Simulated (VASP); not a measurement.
# GaReSi (P4/nmm) in VASP: single point with PBE

Aim: the single point of GaReSi with PBE.

All numbers are computed with VASP 6.6.1; they aren't measurements. Logs are shortened: lines on timing, memory, paths and dates and some standing lists are left out, and cuts for length are marked.

### 1 The cell of the first run

It takes space group P4/nmm (No. 129, tetragonal). Conventional cell: a = 3.195 Å, b = 3.195 Å, c = 8.055 Å, α = 90.00°, β = 90.00°, γ = 90.00°. Re (site symmetry 4mm) has 5 Si at 2.54 to 2.55 Å and 5 Ga at 2.70 to 2.86 Å and 4 Re at 3.19 Å within 3.4 Å. Ga (site symmetry 4mm) has 8 Ga at 2.64 to 3.19 Å and 1 Si at 2.66 Å and 5 Re at 2.70 to 2.86 Å within 3.5 Å. Si (site symmetry 4mm) has 5 Re at 2.54 to 2.55 Å and 8 Si at 2.64 to 3.19 Å and 1 Ga at 2.66 Å within 3.4 Å.

### 2 Single point, PBE

Contents of INCAR:

```
PREC     = Accurate       # precision mode
ENCUT    = 520            # plane-wave cutoff, eV
EDIFF    = 1E-6           # SCF threshold, eV
ISMEAR   = 0              # smearing method
SIGMA    = 0.12           # smearing width, eV
LREAL    = F              # projectors in reciprocal space
LASPH    = T              # aspherical terms in the spheres
NELM     = 100            # most SCF steps
ALGO     = Normal         # electronic algorithm
ISIF     = 2              # what is computed and relaxed
LWAVE    = F              # write WAVECAR
LCHARG   = T              # write CHGCAR
GGA      = PE             # functional
LELF     = T              # ELF
LVHAR    = T            
NBANDS   = 33             # bands
```

Contents of KPOINTS:

```
Automatic mesh
0
Gamma
  8 8 3
```

Contents of POSCAR:

```
GaReSi
1.0
    3.1946370000      0.0000000000      0.0000000000
    0.0000000000      3.1946370000      0.0000000000
    0.0000000000      0.0000000000      8.0551010000
Re Ga Si
2 2 2
Direct
    0.7500000000      0.7500000000      0.7306300000
    0.2500000000      0.2500000000      0.2693700000
    0.2500000000      0.2500000000      0.9146000000
    0.7500000000      0.7500000000      0.0854000000
    0.7500000000      0.7500000000      0.4152000000
    0.2500000000      0.2500000000      0.5848000000
```

Potentials or basis: VASP PAW PBE potentials, release 64 (Re, Ga_d, Si).

The run is started by

```console
> cat potpaw_PBE.64/Re/POTCAR potpaw_PBE.64/Ga_d/POTCAR potpaw_PBE.64/Si/POTCAR > POTCAR
> mpirun -np 1 vasp_std > vasp.out
```

OUTCAR:

```text
PREC = Accurate
   ENCUT = 520
   EDIFF = 1E-6
   ISMEAR = 0
   LREAL = F
   LASPH = T
   NELM = 100
   ISIF = 2
   GGA = PE

 ion  position               nearest neighbor table
   1  0.750  0.750  0.731-   5 2.54   6 2.55   6 2.55   6 2.55   6 2.55   3 2.70   3 2.70   3 2.70
                             3 2.70   4 2.86
   2  0.250  0.250  0.269-   6 2.54   5 2.55   5 2.55   5 2.55   5 2.55   4 2.70   4 2.70   4 2.70
                             4 2.70   3 2.86
   3  0.250  0.250  0.915-   4 2.64   4 2.64   4 2.64   4 2.64   6 2.66   1 2.70   1 2.70   1 2.70
                             1 2.70   2 2.86
   4  0.750  0.750  0.085-   3 2.64   3 2.64   3 2.64   3 2.64   5 2.66   2 2.70   2 2.70   2 2.70
                             2 2.70   1 2.86
   5  0.750  0.750  0.415-   1 2.54   2 2.55   2 2.55   2 2.55   2 2.55   6 2.64   6 2.64   6 2.64
                             6 2.64   4 2.66
   6  0.250  0.250  0.585-   2 2.54   1 2.55   1 2.55   1 2.55   1 2.55   5 2.64   5 2.64   5 2.64
                             5 2.64   3 2.66

  LATTYP: Found a simple tetragonal cell.
 ALAT       =     3.1946370000
 C/A-ratio  =     2.5214448465

  Lattice vectors:

 A1 = (   3.1946370000,   0.0000000000,   0.0000000000)
 A2 = (   0.0000000000,   3.1946370000,   0.0000000000)
 A3 = (   0.0000000000,   0.0000000000,   8.0551010000)

Analysis of symmetry for initial positions (statically):
=====================================================================
 Subroutine PRICEL returns:
 Original cell was already a primitive cell.

 Routine SETGRP: Setting up the symmetry group for a
 simple tetragonal supercell.

 Subroutine GETGRP returns: Found 16 space group operations
 (whereof  4 operations were pure point group operations)
 out of a pool of 16 trial point group operations.

The static configuration has the point symmetry C_2h.
 The point group associated with its full space group is D_4h.

Analysis of symmetry for dynamics (positions and initial velocities):
=====================================================================
 Subroutine PRICEL returns:
 Original cell was already a primitive cell.

 Routine SETGRP: Setting up the symmetry group for a
 simple tetragonal supercell.

 Subroutine GETGRP returns: Found 16 space group operations
 (whereof  4 operations were pure point group operations)
 out of a pool of 16 trial point group operations.

The dynamic configuration has the point symmetry C_2h.
 The point group associated with its full space group is D_4h.

 Subroutine INISYM returns: Found 16 space group operations
 (whereof  4 operations are pure point group operations),
 and found     1 'primitive' translations

----------------------------------------------------------------------------------------

                                     Primitive cell

  volume of cell :      82.2080

  direct lattice vectors                    reciprocal lattice vectors
     3.194637000  0.000000000  0.000000000     0.313024610  0.000000000  0.000000000
     0.000000000  3.194637000  0.000000000     0.000000000  0.313024610  0.000000000
     0.000000000  0.000000000  8.055101000     0.000000000  0.000000000  0.124144936

  length of vectors
     3.194637000  3.194637000  8.055101000     0.313024610  0.313024610  0.124144936

  position of ions in fractional coordinates (direct lattice)
     0.750000000  0.750000000  0.730630000
     0.250000000  0.250000000  0.269370000
     0.250000000  0.250000000  0.914600000
     0.750000000  0.750000000  0.085400000
     0.750000000  0.750000000  0.415200000
     0.250000000  0.250000000  0.584800000

  ion indices of the primitive-cell ions
   primitive index   ion index
                 1           1
                 2           2
                 3           3
                 4           4
                 5           5
                 6           6

----------------------------------------------------------------------------------------

 KPOINTS: Automatic mesh

Automatic generation of k-mesh.
 Grid dimensions read from file:
 generate k-points for:    8    8    3

 Generating k-lattice:

  Cartesian coordinates                     Fractional coordinates (reciprocal lattice)
     0.039128076  0.000000000  0.000000000     0.125000000  0.000000000  0.000000000
     0.000000000  0.039128076  0.000000000     0.000000000  0.125000000  0.000000000
     0.000000000  0.000000000  0.041381645     0.000000000  0.000000000  0.333333333

  Length of vectors
     0.039128076  0.039128076  0.041381645

  Shift w.r.t. Gamma in fractional coordinates (k-lattice)
     0.000000000  0.000000000  0.000000000

 Subroutine IBZKPT returns following result:
 ===========================================

 Found     30 irreducible k-points:

 Following reciprocal coordinates:
            Coordinates               Weight
  0.000000  0.000000  0.000000      1.000000
  0.125000  0.000000  0.000000      4.000000
  0.250000  0.000000  0.000000      4.000000
  0.375000  0.000000  0.000000      4.000000
  0.500000  0.000000  0.000000      2.000000
  0.125000  0.125000  0.000000      4.000000
[... 16 lines left out ...]
  0.375000  0.125000  0.333333     16.000000
  0.500000  0.125000  0.333333      8.000000
 [... further k-points ...]
   k-points           NKPTS =     30   k-points in BZ     NKDIM =     30   number of bands    NBANDS=     33
   number of dos      NEDOS =    301   number of ions     NIONS =      6
   total plane-waves  NPLWV =  34560
   dimension x,y,z NGX =    24 NGY =   24 NGZ =   60
   dimension x,y,z NGXF=    48 NGYF=   48 NGZF=  120
   ions per type =               2   2   2
   NGX,Y,Z   is equivalent  to a cutoff of  12.49, 12.49, 12.38 a.u.
   NGXF,Y,Z  is equivalent  to a cutoff of  24.98, 24.98, 24.77 a.u.
 SYSTEM =  unknown system
   PREC   = accura    normal or accurate (medium, high low for compatibility)
   ISTART =      0    job   : 0-new  1-cont  2-samecut
   ICHARG =      2    charge: 1-file 2-atom 10-const
   ISPIN  =      1    spin polarized calculation?
   LNONCOLLINEAR =      F non collinear calculations
   LSORBIT =      F    spin-orbit coupling
   LASPH  =      T    aspherical Exc in radial PAW
   ENCUT  =  520.0 eV  38.22 Ry    6.18 a.u.   5.94  5.94 14.98*2*pi/ulx,y,z
   NELM   =    100;   NELMIN=  2; NELMDL= -5     # of ELM steps
   EDIFF  = 0.1E-05   stopping-criterion for ELM
   LREAL  =      F    real-space projection
   EDIFFG = 0.1E-04   stopping-criterion for IOM
   NSW    =      0    number of steps for IOM
   IBRION =     -1    ionic relax: 0-MD 1-quasi-New 2-CG
   NFREE  =      0    steps in history (QN), initial steepest desc. (CG)
   ISIF   =      2    stress and relaxation
   ISYM   =      2    0-nonsym 1-usesym 2-fastsym
   POTIM  = 0.5000    time-step for ionic-motion
   TEBEG  =    0.0;   TEEND  =   0.0 temperature during run
   PSTRESS=    0.0 pullay stress
   NELECT =      48.0000    total number of electrons
   NUPDOWN=      -1.0000    fix difference up-down
   EMIN   =  10.00;   EMAX   =-10.00  energy-range for DOS
   EFERMI =   0.00;   METHOD = LEGACY
   ISMEAR =     0;   SIGMA  =   0.12  broadening in eV -4-tet -1-fermi 0-gaus
   EFERMI_NEDOS =   21; number of points for ismear=-14 and -15
   IALGO  =     38    algorithm
   IMIX   =      4    mixing-type and parameters
     AMIX     =   0.40;   BMIX     =  1.00
     AMIX_MAG =   1.60;   BMIX_MAG =  1.00
  volume/ion in A,a.u.               =      13.70        92.46
  Fermi-wavevector in a.u.,A,eV,Ry     =   1.368308  2.585727 25.473740  1.872267
  Thomas-Fermi vector in A             =   2.494284
   LORBIT       =      0    0 simple, 1 ext, 2 COOP (PROOUT), +10 PAW based schemes
   GGA     = PE    functional components
   LHFCALC =     F    Hartree Fock is set to
   AEXX    =    0.0000 exact exchange contribution
   IVDW    =     0    specifies the selected vdW correction
   LEPSILON=     F    determine dielectric tensor
   LRPA    =     F    only Hartree local field effects (RPA)
 non-spin polarized calculation
 Gauss-broadening in eV      SIGMA  =   0.12
  energy-cutoff  :      520.00
  volume of cell :       82.21
 maximum number of plane-waves:      2264
 NGX is ok and might be reduce to    24
   NGX = 11   NGY = 11   NGZ = 29

 number of electron      47.9999999 magnetization

 Free energy of the ion-electron system (eV)
  ---------------------------------------------------
  ext. energy  EPLUGINS =         0.00000000
  ---------------------------------------------------
  free energy    TOTEN  =       -43.26378656 eV

  energy without entropy =      -43.26247867  energy(sigma->0) =      -43.26313262

 E-fermi :   9.5141     XC(G=0): -12.7571

 val. band max:        9.4188643458   @ k =   0.0000   0.0000   0.3333
 cond. band min:       9.6228222280   @ k =   0.2500   0.0000   0.0000
 fundamental gap:      0.2039578823
 Fermi energy:         9.5141002930

 k-point     1 :       0.0000    0.0000    0.0000
  band No.  band energies     occupation
      1      -5.7951      2.00000
      2      -5.7098      2.00000
      3      -5.6562      2.00000
      4      -5.5983      2.00000
      5      -5.5983      2.00000
      6      -5.4555      2.00000
[... 25 lines left out ...]
     32      15.4700      0.00000
     33      15.5763      0.00000

 k-point     2 :       0.1250    0.0000    0.0000
  band No.  band energies     occupation
      1      -5.7774      2.00000
      2      -5.6981      2.00000
      3      -5.6726      2.00000
      4      -5.6153      2.00000
      5      -5.5903      2.00000
      6      -5.5067      2.00000
[... 25 lines left out ...]
     32      15.4753      0.00000
     33      15.9656      0.00000
[... 754 lines left out ...]
     32      14.7694      0.00000
     33      15.8306      0.00000

 k-point    24 :       0.5000    0.1250    0.3333
  band No.  band energies     occupation
      1      -5.7480      2.00000
      2      -5.7480      2.00000
      3      -5.6859      2.00000
      4      -5.6859      2.00000
      5      -5.4733      2.00000
      6      -5.4733      2.00000
[... 25 lines left out ...]
     32      14.7544      0.00000
     33      15.4626      0.00000

 [... further k-points ...]
[... 5 lines left out ...]
  --------------------------------------------------------------------------------------
  -------------------------------------------------------------------------------------
  Total        1.8819200      1.8819200      1.9867471     -0.0000000      0.0000000      0.0000000
  in kB       36.6773311     36.6773311     38.7203392     -0.0000000      0.0000000      0.0000000
  external PRESSURE =      37.3583338 kB  Pullay stress =       0.0000000 kB

 VOLUME and BASIS-vectors are now :
 -----------------------------------------------------------------------------
  energy-cutoff  :      520.00
  volume of cell :       82.21
      direct lattice vectors                 reciprocal lattice vectors
     3.194637000  0.000000000  0.000000000     0.313024610  0.000000000  0.000000000
     0.000000000  3.194637000  0.000000000     0.000000000  0.313024610  0.000000000
     0.000000000  0.000000000  8.055101000     0.000000000  0.000000000  0.124144936

 POSITION                                       TOTAL-FORCE (eV/Angst)
 -----------------------------------------------------------------------------------
      2.39598      2.39598      5.88530        -0.000000     -0.000000     -0.170164
      0.79866      0.79866      2.16980         0.000000     -0.000000      0.170164
      0.79866      0.79866      7.36720         0.000000     -0.000000      0.017280
      2.39598      2.39598      0.68791        -0.000000      0.000000     -0.017280
      2.39598      2.39598      3.34448        -0.000000     -0.000000      0.038819
      0.79866      0.79866      4.71062         0.000000     -0.000000     -0.038819
 -----------------------------------------------------------------------------------
    total drift:                                0.000000      0.000000      0.000000

  FREE ENERGIE OF THE ION-ELECTRON SYSTEM (eV)
  ---------------------------------------------------
  free  energy   TOTEN  =       -43.2637865626 eV

  energy  without entropy=      -43.2624786680  energy(sigma->0) =      -43.26313262
```

Wall time 85 s (1 thread of Intel Xeon Platinum 8488C (Sapphire Rapids), shared host); peak memory 0.22 GiB.

What came out:

```yaml
Free_energy: -43.2638 eV
Pressure: 3.7 GPa
Largest_force: 0.170 eV/Å
Band_gap_on_the_k_mesh: 0.20 eV, indirect (least direct gap 0.87 eV)
```

Forces on the atoms (eV/Å):
```
Re   0.000  0.000 -0.170
Re   0.000  0.000  0.170
Ga   0.000  0.000  0.017
Ga   0.000  0.000 -0.017
Si   0.000  0.000  0.039
Si   0.000  0.000 -0.039
```

Levels at points of the mesh, in eV from the valence-band top:
| k point | band 21 | band 22 | band 23 | band 24 | band 25 | band 26 | band 27 | band 28 |
| --- | --- | --- | --- | --- | --- | --- | --- | --- |
| (0.00, 0.00, 0.00) | -0.92 | -0.92 | -0.10 | 0.00 | 0.87 | 0.87 | 3.33 | 4.02 |
| (0.50, 0.00, 0.00) | -2.39 | -2.39 | -0.86 | -0.86 | 1.54 | 1.54 | 2.96 | 2.96 |
| (0.50, 0.50, 0.00) | -3.29 | -3.29 | -0.92 | -0.92 | 1.79 | 1.79 | 2.32 | 2.32 |

Caveat: spin-orbit coupling is left out, which moves the levels of the heavy elements.
